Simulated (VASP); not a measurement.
Crystal: MnS.

```
CELL_PARAMETERS angstrom
3.95358 0.00000 0.00000
-1.97679 3.42390 0.00000
0.00000 0.00000 6.34253
ATOMIC_POSITIONS crystal
Mn 0.66667 0.33333 0.49884
Mn 0.33333 0.66667 0.99884
S 0.33333 0.66667 0.62615
S 0.66667 0.33333 0.12615
```

Base run:

```yaml
Program: VASP 6.6.1
Functional: PBEsol
Potentials_or_basis: VASP PAW PBE potentials, release 64 (Mn_pv, S)
Cutoff: 520 eV
k_mesh: 8 × 8 × 4
Occupations: fermi-dirac, width 0.05 eV
Spin: collinear spin, ferromagnetic start
Starting_moments: "[5.5, 5.5, 0.0, 0.0] μB"
```

Its results: pressure -0.4 GPa; net moment 9.82 μB per cell; site moments Mn +4.30; S +0.09 μB; largest force 0.274 eV/Å.

Question: The run is repeated on the same cell with these changes: spin from collinear spin, ferromagnetic start to collinear spin, ferrimagnetic start; moments at the start from [5.5, 5.5, 0.0, 0.0] to [4.0, -2.0, 0.0, 0.0]. What comes out?

Answer: Pressure -3.6 GPa; net moment 0.00 μB per cell; site moments Mn +4.13, -4.13; S +0.03, -0.03 μB; largest force 0.183 eV/Å.

Caveats: the PAW data sets were made with another functional, which shifts forces and pressure a little.
